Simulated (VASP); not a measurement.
Wanted: the native input for a VASP 6.6.1 run.

| Property | Result |
| --- | --- |
| Task | single point |
| Functional | PBE |
| Potentials or basis | VASP PAW PBE potentials, release 64 (Al, N) |
| Cutoff | 520 eV |
| k mesh | 12 × 12 × 6 |
| Occupations | gaussian, width 0.02 eV |
| Spin | no spin polarisation |
| Dipole correction | no |
| Further INCAR settings | ALGO = Normal; EDIFF = 1e-07; NBANDS = 16 |

The structure of AlN lies in POSCAR:

```
AlN
1.0
    3.1463184603      0.0000000000      0.0000000000
   -1.5731592301      2.7247917150      0.0000000000
    0.0000000000      0.0000000000      5.0485654008
Al N
2 2
Direct
    0.6666666667      0.3333333333      0.4993726920
    0.3333333333      0.6666666667      0.9993726920
    0.6666666667      0.3333333333      0.8806273080
    0.3333333333      0.6666666667      0.3806273080
```

These files were run (other wordings do the same):

INCAR

```
SYSTEM = AlN
PREC = Accurate
ENCUT = 520
EDIFF = 1E-7
ISMEAR = 0
SIGMA = 0.02
LREAL = .FALSE.
LASPH = .TRUE.
NELM = 60
ALGO = Normal
ISIF = 2
LWAVE = .FALSE.
LCHARG = .TRUE.
GGA = PE
LELF = .TRUE.
LVHAR = .TRUE.
NBANDS = 16
```

KPOINTS

```
Automatic mesh
0
G
  12 12 6
  0 0 0
```

Potentials or basis: VASP PAW PBE potentials, release 64 (Al, N).

The run is started by

```bash
$ cat potpaw_PBE.64/Al/POTCAR potpaw_PBE.64/N/POTCAR > POTCAR
$ mpirun -np 1 vasp_std > vasp.out
```

Results of the run:

```yaml
Pressure: -3.3 GPa
Band_gap_on_the_k_mesh: 3.91 eV
```

Caveat: the cell stands under tension.

Run time: 61 s on 1 thread of Intel Xeon 8259CL, with other jobs on the host, peak memory 0.18 GiB.
